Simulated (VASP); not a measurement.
Here is a VASP 6.6.1 calculation.

INCAR

```
SYSTEM = ZnS
  PREC = Accurate
  ENCUT = 520
  EDIFF = 1E-6
  ISMEAR = -1
  SIGMA = 0.02
  LREAL = .False.
  LASPH = .True.
  NELM = 80
  ALGO = Normal
  ISIF = 2
  LWAVE = .False.
  LCHARG = .True.
  GGA = PE
  LELF = .True.
  LVHAR = .True.
  NBANDS = 26
```

The input KPOINTS:

```
regular mesh
0
Gamma
  12 12 4
  0 0 0
```

File POSCAR:

```
ZnS
1.0
    3.8054755645      0.0000000000      0.0000000000
   -1.9027377822      3.2956385124      0.0000000000
    0.0000000000      0.0000000000      6.2440483056
Zn S
2 2
Direct
    0.3333333333      0.6666666667      0.0003405378
    0.6666666667      0.3333333333      0.5003405378
    0.3333333333      0.6666666667      0.3746594622
    0.6666666667      0.3333333333      0.8746594622
```

Potentials or basis: VASP PAW PBE potentials, release 64 (Zn, S).

Launch:

```bash
$ cat potpaw_PBE.64/Zn/POTCAR potpaw_PBE.64/S/POTCAR > POTCAR
$ mpirun -np 1 vasp_std > vasp.out
```

Estimate the pressure.

2.4 GPa.

Predict the band gap on the k mesh.

2.22 eV, direct.

Forces in eV/Å, atoms in the order of the input:
```
Zn   0.000  0.000  0.004
Zn   0.000  0.000  0.004
S    0.000  0.000 -0.004
S    0.000  0.000 -0.004
```

A k mesh can miss the band edges.
